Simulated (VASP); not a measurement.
# Sc (P6_3/mmc) in VASP: a series of runs

The runs below take Sc through single point, relaxation of cell and atoms, with PBEsol.

Program: VASP 6.6.1. These are calculated values, not measurements. Logs are shortened: lines on timing, memory, paths and dates and some standing lists are left out, and cuts for length are marked.

### Step 1. The cell of the first run

It takes space group P6_3/mmc (No. 194, hexagonal). Conventional cell: a = 3.277 Å, b = 3.277 Å, c = 5.083 Å, α = 90.00°, β = 90.00°, γ = 120.00°. Within 4.2 Å of Sc (site symmetry -6m2) lie 12 Sc at 3.17 to 3.28 Å.

### Step 2. Single point, PBEsol

INCAR

```
SYSTEM = Sc
PREC = Accurate
ENCUT = 520
EDIFF = 1E-6
ISMEAR = 0
SIGMA = 0.1
LREAL = .False.
LASPH = .True.
NELM = 100
ALGO = Normal
ISIF = 2
LWAVE = .False.
LCHARG = .True.
GGA = PS
LELF = .True.
LVHAR = .True.
NBANDS = 18
```

KPOINTS

```
Automatic mesh
0
Gamma
  12 12 7
  0 0 0
```

POSCAR

```
Sc
1.0
    3.2769193511      0.0000000000      0.0000000000
   -1.6384596755      2.8378954042      0.0000000000
    0.0000000000      0.0000000000      5.0825078104
Sc
2
Direct
    0.3333333333      0.6666666667      0.2500000000
    0.6666666667      0.3333333333      0.7500000000
```

Potentials or basis: VASP PAW PBE potentials, release 64 (Sc_sv).

Command:

```bash
> cat potpaw_PBE.64/Sc_sv/POTCAR > POTCAR
> mpirun -np 1 vasp_std > vasp.out
```

OUTCAR:

```text
SYSTEM = Sc
   PREC = Accurate
   ENCUT = 520
   EDIFF = 1E-6
   ISMEAR = 0
   LREAL = .False.
   LASPH = .True.
   NELM = 100
   ISIF = 2
   GGA = PS

 ion  position               nearest neighbor table
   1  0.333  0.667  0.250-   2 3.17   2 3.17   2 3.17   2 3.17   2 3.17   2 3.17
   2  0.667  0.333  0.750-   1 3.17   1 3.17   1 3.17   1 3.17   1 3.17   1 3.17

  LATTYP: Found a hexagonal cell.
 ALAT       =     3.2769193511
 C/A-ratio  =     1.5510017995

  Lattice vectors:

 A1 = (   3.2769193511,   0.0000000000,   0.0000000000)
 A2 = (  -1.6384596755,   2.8378954042,   0.0000000000)
 A3 = (   0.0000000000,   0.0000000000,   5.0825078104)

Analysis of symmetry for initial positions (statically):
=====================================================================
 Subroutine PRICEL returns:
 Original cell was already a primitive cell.

 Routine SETGRP: Setting up the symmetry group for a
 hexagonal supercell.

 Subroutine GETGRP returns: Found 24 space group operations
 (whereof 12 operations were pure point group operations)
 out of a pool of 24 trial point group operations.

The static configuration has the point symmetry D_3d.
 The point group associated with its full space group is D_6h.

Analysis of symmetry for dynamics (positions and initial velocities):
=====================================================================
 Subroutine PRICEL returns:
 Original cell was already a primitive cell.

 Routine SETGRP: Setting up the symmetry group for a
 hexagonal supercell.

 Subroutine GETGRP returns: Found 24 space group operations
 (whereof 12 operations were pure point group operations)
 out of a pool of 24 trial point group operations.

The dynamic configuration has the point symmetry D_3d.
 The point group associated with its full space group is D_6h.

 Subroutine INISYM returns: Found 24 space group operations
 (whereof 12 operations are pure point group operations),
 and found     1 'primitive' translations

----------------------------------------------------------------------------------------

                                     Primitive cell

  volume of cell :      47.2651

  direct lattice vectors                    reciprocal lattice vectors
     3.276919351  0.000000000  0.000000000     0.305164666  0.176186902  0.000000000
    -1.638459676  2.837895404  0.000000000     0.000000000  0.352373804  0.000000000
     0.000000000  0.000000000  5.082507810     0.000000000  0.000000000  0.196753264

  length of vectors
     3.276919351  3.276919351  5.082507810     0.352373804  0.352373804  0.196753264

  position of ions in fractional coordinates (direct lattice)
     0.333333333  0.666666667  0.250000000
     0.666666667  0.333333333  0.750000000

  ion indices of the primitive-cell ions
   primitive index   ion index
                 1           1
                 2           2

----------------------------------------------------------------------------------------

 KPOINTS: Automatic mesh

Automatic generation of k-mesh.
 Grid dimensions read from file:
 generate k-points for:   12   12    7

 Generating k-lattice:

  Cartesian coordinates                     Fractional coordinates (reciprocal lattice)
     0.025430389  0.014682242  0.000000000     0.083333333 -0.000000000  0.000000000
     0.000000000  0.029364484  0.000000000     0.000000000  0.083333333  0.000000000
     0.000000000  0.000000000  0.028107609     0.000000000  0.000000000  0.142857143

  Length of vectors
     0.029364484  0.029364484  0.028107609

  Shift w.r.t. Gamma in fractional coordinates (k-lattice)
     0.000000000  0.000000000  0.000000000

 Subroutine IBZKPT returns following result:
 ===========================================

 Found     76 irreducible k-points:

 Following reciprocal coordinates:
            Coordinates               Weight
  0.000000  0.000000  0.000000      1.000000
  0.083333  0.000000  0.000000      6.000000
  0.166667  0.000000  0.000000      6.000000
  0.250000 -0.000000  0.000000      6.000000
  0.333333 -0.000000  0.000000      6.000000
  0.416667 -0.000000  0.000000      6.000000
[... 16 lines left out ...]
  0.250000 -0.000000  0.142857     12.000000
  0.333333 -0.000000  0.142857     12.000000
 [... further k-points ...]
   k-points           NKPTS =     76   k-points in BZ     NKDIM =     76   number of bands    NBANDS=     18
   number of dos      NEDOS =    301   number of ions     NIONS =      2
   total plane-waves  NPLWV =  23040
   dimension x,y,z NGX =    24 NGY =   24 NGZ =   40
   dimension x,y,z NGXF=    48 NGYF=   48 NGZF=   80
   ions per type =               2
   NGX,Y,Z   is equivalent  to a cutoff of  12.18, 12.18, 13.08 a.u.
   NGXF,Y,Z  is equivalent  to a cutoff of  24.35, 24.35, 26.17 a.u.
 SYSTEM =  Sc
   PREC   = accura    normal or accurate (medium, high low for compatibility)
   ISTART =      0    job   : 0-new  1-cont  2-samecut
   ICHARG =      2    charge: 1-file 2-atom 10-const
   ISPIN  =      1    spin polarized calculation?
   LNONCOLLINEAR =      F non collinear calculations
   LSORBIT =      F    spin-orbit coupling
   LASPH  =      T    aspherical Exc in radial PAW
   ENCUT  =  520.0 eV  38.22 Ry    6.18 a.u.   6.09  6.09  9.45*2*pi/ulx,y,z
   NELM   =    100;   NELMIN=  2; NELMDL= -5     # of ELM steps
   EDIFF  = 0.1E-05   stopping-criterion for ELM
   LREAL  =      F    real-space projection
   EDIFFG = 0.1E-04   stopping-criterion for IOM
   NSW    =      0    number of steps for IOM
   IBRION =     -1    ionic relax: 0-MD 1-quasi-New 2-CG
   NFREE  =      0    steps in history (QN), initial steepest desc. (CG)
   ISIF   =      2    stress and relaxation
   ISYM   =      2    0-nonsym 1-usesym 2-fastsym
   POTIM  = 0.5000    time-step for ionic-motion
   TEBEG  =    0.0;   TEEND  =   0.0 temperature during run
   PSTRESS=    0.0 pullay stress
   NELECT =      22.0000    total number of electrons
   NUPDOWN=      -1.0000    fix difference up-down
   EMIN   =  10.00;   EMAX   =-10.00  energy-range for DOS
   EFERMI =   0.00;   METHOD = LEGACY
   ISMEAR =     0;   SIGMA  =   0.10  broadening in eV -4-tet -1-fermi 0-gaus
   EFERMI_NEDOS =   21; number of points for ismear=-14 and -15
   IALGO  =     38    algorithm
   IMIX   =      4    mixing-type and parameters
     AMIX     =   0.40;   BMIX     =  1.00
     AMIX_MAG =   1.60;   BMIX_MAG =  1.00
  volume/ion in A,a.u.               =      23.63       159.48
  Fermi-wavevector in a.u.,A,eV,Ry     =   1.268729  2.397551 21.900947  1.609674
  Thomas-Fermi vector in A             =   2.401809
   LORBIT       =      0    0 simple, 1 ext, 2 COOP (PROOUT), +10 PAW based schemes
   GGA     = PS    functional components
   LHFCALC =     F    Hartree Fock is set to
   AEXX    =    0.0000 exact exchange contribution
   IVDW    =     0    specifies the selected vdW correction
   LEPSILON=     F    determine dielectric tensor
   LRPA    =     F    only Hartree local field effects (RPA)
 non-spin polarized calculation
 Gauss-broadening in eV      SIGMA  =   0.10
  energy-cutoff  :      520.00
  volume of cell :       47.27
 maximum number of plane-waves:      1296
   NGX = 13   NGY = 13   NGZ = 19

 number of electron      22.0000008 magnetization

 Free energy of the ion-electron system (eV)
  ---------------------------------------------------
  ext. energy  EPLUGINS =         0.00000000
  ---------------------------------------------------
  free energy    TOTEN  =       -13.22179887 eV

  energy without entropy =      -13.20253828  energy(sigma->0) =      -13.21216858

 E-fermi :   3.8199     XC(G=0): -10.1632

 val. band max:        3.8184982939   @ k =   0.4167  -0.0000   0.4286
 cond. band min:       3.8245156934   @ k =   0.1667   0.0833   0.0000
 fundamental gap:      0.0060173995
 Fermi energy:         3.8198610644

 k-point     1 :       0.0000    0.0000    0.0000
  band No.  band energies     occupation
      1     -45.2790      2.00000
      2     -45.1907      2.00000
      3     -24.2399      2.00000
      4     -23.8419      2.00000
      5     -23.8419      2.00000
      6     -23.7630      2.00000
[... 10 lines left out ...]
     17       6.2031      0.00000
     18       6.2031      0.00000

 k-point     2 :       0.0833    0.0000    0.0000
  band No.  band energies     occupation
      1     -45.2750      2.00000
      2     -45.1895      2.00000
      3     -24.2293      2.00000
      4     -23.8618      2.00000
      5     -23.8489      2.00000
      6     -23.7841      2.00000
[... 10 lines left out ...]
     17       6.0800      0.00000
     18       6.1048      0.00000

 k-point     3 :       0.1667    0.0000    0.0000
  band No.  band energies     occupation
      1     -45.2640      2.00000
      2     -45.1863      2.00000
      3     -24.1989      2.00000
      4     -23.9167      2.00000
      5     -23.8675      2.00000
      6     -23.8405      2.00000
[... 10 lines left out ...]
     17       6.2628      0.00000
     18       6.3320      0.00000

 k-point     4 :       0.2500   -0.0000    0.0000
  band No.  band energies     occupation
      1     -45.2483      2.00000
      2     -45.1826      2.00000
      3     -24.1530      2.00000
      4     -23.9926      2.00000
      5     -23.9148      2.00000
      6     -23.8918      2.00000
[... 375 lines left out ...]
      4     -23.9094      2.00000
      5     -23.8628      2.00000
      6     -23.8568      2.00000
[... 10 lines left out ...]
     17       6.3567      0.00000
     18       6.4556      0.00000

 k-point    23 :       0.2500   -0.0000    0.1429
  band No.  band energies     occupation
      1     -45.2450      2.00000
      2     -45.1859      2.00000
      3     -24.1478      2.00000
      4     -23.9782      2.00000
      5     -23.9313      2.00000
      6     -23.8865      2.00000
[... 10 lines left out ...]
     17       6.7267      0.00000
     18       6.7407      0.00000

 k-point    24 :       0.3333   -0.0000    0.1429
  band No.  band energies     occupation
      1     -45.2286      2.00000
      2     -45.1829      2.00000
      3     -24.1304      2.00000
      4     -24.0310      2.00000
      5     -23.9956      2.00000
      6     -23.9093      2.00000
[... 10 lines left out ...]
     17       7.1847      0.00000
     18       7.1858      0.00000

 [... further k-points ...]
[... 5 lines left out ...]
  --------------------------------------------------------------------------------------
  -------------------------------------------------------------------------------------
  Total        0.0121725      0.0121725      0.0126924      0.0000000      0.0000000     -0.0000000
  in kB        0.4126209      0.4126209      0.4302437      0.0000000      0.0000000     -0.0000000
  external PRESSURE =       0.4184952 kB  Pullay stress =       0.0000000 kB

 VOLUME and BASIS-vectors are now :
 -----------------------------------------------------------------------------
  energy-cutoff  :      520.00
  volume of cell :       47.27
      direct lattice vectors                 reciprocal lattice vectors
     3.276919351  0.000000000  0.000000000     0.305164666  0.176186902  0.000000000
    -1.638459676  2.837895404  0.000000000     0.000000000  0.352373804  0.000000000
     0.000000000  0.000000000  5.082507810     0.000000000  0.000000000  0.196753264

 POSITION                                       TOTAL-FORCE (eV/Angst)
 -----------------------------------------------------------------------------------
     -0.00000      1.89193      1.27063         0.000000      0.000000      0.000000
      1.63846      0.94597      3.81188        -0.000000      0.000000      0.000000
 -----------------------------------------------------------------------------------
    total drift:                               -0.000000      0.000000     -0.000000

  FREE ENERGIE OF THE ION-ELECTRON SYSTEM (eV)
  ---------------------------------------------------
  free  energy   TOTEN  =       -13.2217988712 eV

  energy  without entropy=      -13.2025382844  energy(sigma->0) =      -13.21216858
```

It took 36 s on 1 thread of Intel Xeon Platinum 8259CL at 2.50GHz (Skylake/Cascade Lake), shared host; peak memory 0.19 GiB.

Results:

| Property | Result |
| --- | --- |
| Free energy | -13.2218 eV |
| Pressure | 0.0 GPa |
| Band gap on the k mesh | zero (band 11 reaches 4.67 eV, above the bottom of band 12 at 3.26 eV) |

Caveat: the PAW data sets were made with another functional, which shifts forces and pressure a little.

### Step 3. Single point, PBEsol

INCAR

```
ALGO = Normal
EDIFF = 1E-7
ENCUT = 520
GGA = PS
ISIF = 2
ISMEAR = 0
LASPH = T
LCHARG = F
LREAL = F
LWAVE = F
NBANDS = 18
NELM = 60
PREC = Accurate
SIGMA = 0.1
```

KPOINTS

```
k-points
0
Gamma
  15 15 8
```

POSCAR is that of step 2.

Potentials or basis: VASP PAW PBE potentials, release 64 (Sc_sv).

Command:

```bash
> cat potpaw_PBE.64/Sc_sv/POTCAR > POTCAR
> mpirun -np 1 vasp_std > vasp.out
```

Wall time 59 s (1 thread of Intel Xeon Platinum 8259CL at 2.50GHz (Skylake/Cascade Lake), shared host); peak memory 0.22 GiB.

It converged, with:

| Property | Result |
| --- | --- |
| Free energy | -13.2210 eV |
| Pressure | 0.0 GPa |
| Band gap on the k mesh | zero (band 11 reaches 4.84 eV, above the bottom of band 12 at 3.26 eV) |

Levels at points of the mesh, in eV from the Fermi level:
| k point | band 8 | band 9 | band 10 | band 11 | band 12 | band 13 | band 14 | band 15 |
| --- | --- | --- | --- | --- | --- | --- | --- | --- |
| (0.00, 0.00, 0.00) | -27.54 | -5.21 | -1.70 | 0.75 | 1.63 | 1.63 | 1.94 | 2.12 |
| (0.00, 0.00, 0.50) | -27.62 | -3.60 | -3.60 | 1.02 | 1.02 | 1.54 | 1.54 | 1.54 |

Caveat: the PAW data sets were made with another functional, which shifts forces and pressure a little.

### Step 4. Single point, PBEsol

INCAR is that of step 3.

KPOINTS is that of step 3.

POSCAR

```
Sc
1.0
    3.2769193512      0.0000000000      0.0000000000
   -1.6384596756      2.8378954043      0.0000000000
    0.0000000000      0.0000000000      5.0825078107
Sc
2
Direct
    0.3333333333      0.6666666667      0.2500000000
    0.6666666667      0.3333333333      0.7500000000
```

Command:

```bash
> cat potpaw_PBE.64/Sc_sv/POTCAR > POTCAR
> mpirun -np 1 vasp_std > vasp.out
```

Run time: 45 s. Hardware: 1 thread of Intel Xeon Platinum 8488C (Sapphire Rapids), shared host; peak memory 0.22 GiB.

It converged, with:

```
Free energy            : -13.2210 eV
Pressure               : 0.0 GPa
Band gap on the k mesh : zero (band 11 reaches 4.84 eV, above the bottom of band 12 at 3.26 eV)
```

Levels at points of the mesh, in eV from the Fermi level:
```csv
k point,band 7,band 8,band 9,band 10,band 11,band 12,band 13,band 14,band 15,band 16
"(0.00, 0.00, 0.00)",-27.58,-27.54,-5.21,-1.70,0.75,1.63,1.63,1.94,2.12,2.12
"(0.00, 0.00, 0.50)",-27.62,-27.62,-3.60,-3.60,1.02,1.02,1.54,1.54,1.54,1.54
```

Caveat: the PAW data sets were made with another functional, which shifts forces and pressure a little.

(Continued in part 2 of 3.)
